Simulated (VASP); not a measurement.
# MgO (I4/mmm) in VASP: relaxation of cell and atoms with PBE

Aim: the relaxation of cell and atoms of MgO with PBE.

Program: VASP 6.6.1. These are calculated values, not measurements. Logs are shortened: lines on timing, memory, paths and dates and some standing lists are left out, and cuts for length are marked.

**1. The cell of the first run**

Symmetry: I4/mmm, No. 139, tetragonal system. Conventional cell: a = 3.028 Å, b = 3.028 Å, c = 4.369 Å, α = 90.00°, β = 90.00°, γ = 90.00°. Mg (site symmetry 4/mmm) has 6 O at 2.14 to 2.18 Å within 2.8 Å. Within 2.8 Å of O (site symmetry 4/mmm) lie 6 Mg at 2.14 to 2.18 Å.

**2. Relaxation of cell and atoms, PBE**

The input, INCAR:

```
SYSTEM = MgO
  ALGO = Normal
  EDIFF = 1E-7
  EDIFFG = -0.01
  ENCUT = 600
  GGA = PE
  GGA_COMPAT = .False.
  IBRION = 2
  ISIF = 3
  ISMEAR = 0
  LASPH = .True.
  LCHARG = .False.
  LREAL = .False.
  LWAVE = .False.
  NELM = 120
  NELMIN = 4
  NSW = 80
  PREC = Accurate
  SIGMA = 0.01
```

The input, KPOINTS:

```
k-points
0
Gamma
  6 6 6
  0 0 0
```

The input, POSCAR:

```
MgO
1.0
    0.0000000000      2.1413941318      2.1846531628
    2.1413941318      0.0000000000      2.1846531628
    2.1413941318      2.1413941318      0.0000000000
Mg O
1 1
Direct
    0.0000000000      0.0000000000      0.0000000000
    0.5000000000      0.5000000000      0.5000000000
```

Potentials or basis: VASP PAW PBE potentials, release 64 (Mg, O).

Started as:

```sh
$ cat potpaw_PBE.64/Mg/POTCAR potpaw_PBE.64/O/POTCAR > POTCAR
$ mpirun -np 1 vasp_std > vasp.out
```

OUTCAR:

```text
SYSTEM = MgO
   EDIFF = 1E-7
   EDIFFG = -0.01
   ENCUT = 600
   GGA = PE
   IBRION = 2
   ISIF = 3
   ISMEAR = 0
   LASPH = .True.
   LREAL = .False.
   NELM = 120
   NELMIN = 4
   NSW = 80
   PREC = Accurate

 ion  position               nearest neighbor table
   1  0.000  0.000  0.000-   2 2.14   2 2.14   2 2.14   2 2.14   2 2.18   2 2.18
   2  0.500  0.500  0.500-   1 2.14   1 2.14   1 2.14   1 2.14   1 2.18   1 2.18

  LATTYP: Found a body centered tetragonal cell.
 ALAT       =     3.0283886236
 C/A-ratio  =     1.4427825714

  Lattice vectors:

 A1 = (  -2.1413941318,   0.0000000000,   2.1846531628)
 A2 = (   2.1413941318,   0.0000000000,   2.1846531628)
 A3 = (   0.0000000000,   2.1413941318,  -2.1846531628)

Analysis of symmetry for initial positions (statically):
=====================================================================
 Subroutine PRICEL returns:
 Original cell was already a primitive cell.

 Routine SETGRP: Setting up the symmetry group for a
 body centered tetragonal supercell.

 Subroutine GETGRP returns: Found 16 space group operations
 (whereof 16 operations were pure point group operations)
 out of a pool of 16 trial point group operations.

The static configuration has the point symmetry D_4h.

Analysis of symmetry for dynamics (positions and initial velocities):
=====================================================================
 Subroutine PRICEL returns:
 Original cell was already a primitive cell.

 Routine SETGRP: Setting up the symmetry group for a
 body centered tetragonal supercell.

 Subroutine GETGRP returns: Found 16 space group operations
 (whereof 16 operations were pure point group operations)
 out of a pool of 16 trial point group operations.

The dynamic configuration has the point symmetry D_4h.

 Subroutine INISYM returns: Found 16 space group operations
 (whereof 16 operations are pure point group operations),
 and found     1 'primitive' translations

----------------------------------------------------------------------------------------

                                     Primitive cell

  volume of cell :      20.0358

  direct lattice vectors                    reciprocal lattice vectors
     0.000000000  2.141394132  2.184653163    -0.233492748  0.233492748  0.228869282
[... 99 lines left out ...]
   EMIN   =  10.00;   EMAX   =-10.00  energy-range for DOS
   EFERMI =   0.00;   METHOD = LEGACY
   ISMEAR =     0;   SIGMA  =   0.01  broadening in eV -4-tet -1-fermi 0-gaus
   EFERMI_NEDOS =   21; number of points for ismear=-14 and -15
   IALGO  =     38    algorithm
   IMIX   =      4    mixing-type and parameters
     AMIX     =   0.40;   BMIX     =  1.00
     AMIX_MAG =   1.60;   BMIX_MAG =  1.00
  volume/ion in A,a.u.               =      10.02        67.60
  Fermi-wavevector in a.u.,A,eV,Ry     =   1.205507  2.278077 19.772614  1.453246
  Thomas-Fermi vector in A             =   2.341201
   LORBIT       =      0    0 simple, 1 ext, 2 COOP (PROOUT), +10 PAW based schemes
   GGA     = PE    functional components
   LHFCALC =     F    Hartree Fock is set to
   AEXX    =    0.0000 exact exchange contribution
   IVDW    =     0    specifies the selected vdW correction
   LEPSILON=     F    determine dielectric tensor
   LRPA    =     F    only Hartree local field effects (RPA)
 conjugate gradient relaxation of ions
 non-spin polarized calculation
 Gauss-broadening in eV      SIGMA  =   0.01
  energy-cutoff  :      600.00
  volume of cell :       20.04
 maximum number of plane-waves:       683
   NGX = 13   NGY = 13   NGZ = 13

--------------------------------------- Ionic step        1  -------------------------------------------

 number of electron       7.9999998 magnetization

 Free energy of the ion-electron system (eV)
  ---------------------------------------------------
  ext. energy  EPLUGINS =         0.00000000
  ---------------------------------------------------
  free energy    TOTEN  =       -11.89512850 eV

  energy without entropy =      -11.89512850  energy(sigma->0) =      -11.89512850

------------------------ aborting loop because EDIFF is reached ----------------------------------------

  FORCE on cell =-STRESS in cart. coord.  units (eV):
  Direction    XX          YY          ZZ          XY          YZ          ZX
  --------------------------------------------------------------------------------------
  -------------------------------------------------------------------------------------
  Total       -0.6896943     -0.6896943     -1.0173115      0.0000000      0.0000000     -0.0000000
  in kB      -55.1520284    -55.1520284    -81.3502368      0.0000000      0.0000000     -0.0000000
  external PRESSURE =     -63.8847645 kB  Pullay stress =       0.0000000 kB
[... 131 lines left out ...]
--------------------------------------- Ionic step        5  -------------------------------------------

 number of electron       8.0000005 magnetization

 Free energy of the ion-electron system (eV)
  ---------------------------------------------------
  ext. energy  EPLUGINS =         0.00000000
  ---------------------------------------------------
  free energy    TOTEN  =       -11.91683429 eV

  energy without entropy =      -11.91683429  energy(sigma->0) =      -11.91683429

 E-fermi :   3.1445     XC(G=0): -10.9743

 val. band max:        3.0223551858   @ k =   0.0000   0.0000   0.0000
 cond. band min:       7.5386017128   @ k =   0.0000   0.0000   0.0000
 fundamental gap:      4.5162465269
 Fermi energy:         3.1445135201

 k-point     1 :       0.0000    0.0000    0.0000
  band No.  band energies     occupation
      1     -14.1288      2.00000
      2       3.0214      2.00000
      3       3.0224      2.00000
      4       3.0224      2.00000
      5       7.5386      0.00000
      6      18.6984      0.00000
      7      18.6984      0.00000
      8      18.7013      0.00000
[... 243 lines left out ...]
 k-point    24 :       0.5000    0.0000    0.3333
  band No.  band energies     occupation
      1     -12.7196      2.00000
      2      -0.6767      2.00000
      3       1.1699      2.00000
      4       1.8645      2.00000
      5      12.7021      0.00000
      6      13.6141      0.00000
      7      15.7527      0.00000
      8      21.0266      0.00000

 [... further k-points ...]

------------------------ aborting loop because EDIFF is reached ----------------------------------------

  FORCE on cell =-STRESS in cart. coord.  units (eV):
  Direction    XX          YY          ZZ          XY          YZ          ZX
  --------------------------------------------------------------------------------------
  -------------------------------------------------------------------------------------
  Total        0.0115668      0.0115668      0.0163567      0.0000000     -0.0000000      0.0000000
  in kB        0.9703934      0.9703934      1.3722406      0.0000000     -0.0000000      0.0000000
  external PRESSURE =       1.1043424 kB  Pullay stress =       0.0000000 kB
[... 17 lines left out ...]
  FREE ENERGIE OF THE ION-ELECTRON SYSTEM (eV)
  ---------------------------------------------------
  free  energy   TOTEN  =       -11.9168342888 eV

  energy  without entropy=      -11.9168342888  energy(sigma->0) =      -11.91683429

 reached required accuracy - stopping structural energy minimisation
```

OSZICAR:

```text
N       E                     dE             d eps       ncg     rms          rms(c)
DAV:   1     0.170461100204E+02    0.17046E+02   -0.50636E+03   536   0.981E+02
DAV:   2    -0.130126015433E+02   -0.30059E+02   -0.27708E+02   616   0.145E+02
DAV:   3    -0.134517455852E+02   -0.43914E+00   -0.43914E+00   576   0.206E+01
[... 37 lines left out ...]
DAV:   1    -0.119176752709E+02   -0.11410E-02   -0.80902E-02   504   0.296E+00    0.201E-01
DAV:   2    -0.119171199696E+02    0.55530E-03   -0.38900E-04   528   0.220E-01    0.115E-01
DAV:   3    -0.119168331094E+02    0.28686E-03   -0.36947E-04   560   0.200E-01    0.806E-03
DAV:   4    -0.119168343097E+02   -0.12003E-05   -0.91529E-06   488   0.308E-02    0.588E-03
DAV:   5    -0.119168342888E+02    0.20949E-07   -0.32382E-07   544   0.610E-03
   5 F= -.11916834E+02 E0= -.11916834E+02  d E =-.130681E-02
```

Wall time 26 s (1 thread of Intel Xeon 8259CL, shared host); peak memory 0.15 GiB.

What came out:

| Property | Result |
| --- | --- |
| Free energy | -11.9168 eV |
| Relaxed volume | 9.55 Å³/atom |
| Relaxed cell | a = 3.000 Å, b = 3.000 Å, c = 3.001 Å, α = 60.00°, β = 60.00°, γ = 60.01° |
| Space group after relaxing (to 0.1 Å) | Fm-3m (No. 225) |
| Energy gained by relaxing | 10.9 meV/atom |
| Ionic steps | 5 |
| Pressure after relaxing | 0.1 GPa |
| Band gap on the k mesh | 4.52 eV |

Step by step:
```csv
step,energy change (eV),largest force (eV/Å),pressure (GPa),volume (Å³)
1,0.0000,0.0000,-6.39,20.04
2,-0.0195,0.0000,1.81,18.90
3,-0.0204,0.0000,0.23,19.09
4,-0.0214,0.0000,0.14,19.09
5,-0.0217,0.0000,0.11,19.10
```

Final structure:
```cif
data_structure
_symmetry_space_group_name_H-M 'P 1'
_symmetry_Int_Tables_number 1
_cell_length_a 3.0002
_cell_length_b 3.0002
_cell_length_c 3.0006
_cell_angle_alpha 59.995
_cell_angle_beta 59.995
_cell_angle_gamma 60.009
_cell_volume 19.10
loop_
_atom_site_label
_atom_site_type_symbol
_atom_site_fract_x
_atom_site_fract_y
_atom_site_fract_z
_atom_site_occupancy
Mg1 Mg 0.00000 0.00000 0.00000 1
O1 O 0.50000 0.50000 0.50000 1
```

Levels at points of the mesh, in eV from the valence-band top:
| k point | band 1 | band 2 | band 3 | band 4 | band 5 | band 6 | band 7 | band 8 |
| --- | --- | --- | --- | --- | --- | --- | --- | --- |
| (0.00, 0.00, 0.00) | -17.15 | 0.00 | 0.00 | 0.00 | 4.52 | 15.68 | 15.68 | 15.68 |
| (0.50, 0.00, 0.00) | -15.92 | -4.52 | -0.63 | -0.63 | 7.76 | 12.36 | 16.08 | 16.09 |
| (0.50, 0.50, 0.00) | -15.67 | -3.99 | -1.32 | -1.32 | 9.09 | 9.73 | 12.87 | 18.64 |
| (0.50, 0.00, 0.50) | -15.67 | -3.99 | -1.32 | -1.32 | 9.10 | 9.73 | 12.86 | 18.64 |

Caveat: the k points lie up to 0.43 Å⁻¹ apart in the final cell.
